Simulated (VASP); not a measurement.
Runs of VASP 6.6.1 on NbP (zincblende type). The structure is that of space group F-43m (No. 216), or close to it. The cells are those of the table. 

| task | level | cell | cutoff (eV) | k mesh for the DOS | occupations for the DOS | gap on the mesh (eV) | pressure (GPa) |
| --- | --- | --- | --- | --- | --- | --- | --- |
| single point | PBE+D3(BJ) | a = 3.637 Å, angles 60.0°, 2 atoms | 500 | - | - | none | 37.8 |
| single point | PBE | a = 3.951 Å, angles 60.0°, 2 atoms | 500 | - | - | none | -0.3 |
| single point | PBE | a = 3.295 Å, angles 60.0°, 2 atoms | 500 | - | - | none | 164.5 |
| relaxation of cell and atoms | PBE | relaxed from a = 3.991 Å, angles 60.0°, 2 atoms | 500 | - | - | none | 0.0 |
| single point | PBE | a = 2.982 Å, angles 60.0°, 2 atoms | 500 | - | - | none | 418.2 |
| single point | PBE | a = 3.786 Å, angles 60.0°, 2 atoms | 500 | - | - | none | 17.6 |
| single point | PBE | a = 3.136 Å, angles 60.0°, 2 atoms | 500 | - | - | none | (a) |
| single point | PBE | a = 3.637 Å, angles 60.0°, 2 atoms | 500 | - | - | none | (b) |
| single point | PBE | a = 3.474 Å, angles 60.0°, 2 atoms | 500 | - | - | none | 87.5 |

Alike in all rows: potentials or basis VASP PAW PBE potentials, release 64 (Nb_sv, P); no spin polarisation; k mesh 12 × 12 × 12; smearing fermi-dirac 0.08 eV.

Fill in the values left out.

(a) 269.8; (b) 43.6.

Caveats: pairwise dispersion overbinds metals, which lowers pressure and volume (some runs).

A k mesh can miss the band edges, and the runs leave out spin-orbit coupling on Nb.

A gap of «none» marks levels without a gap at the run's occupations.
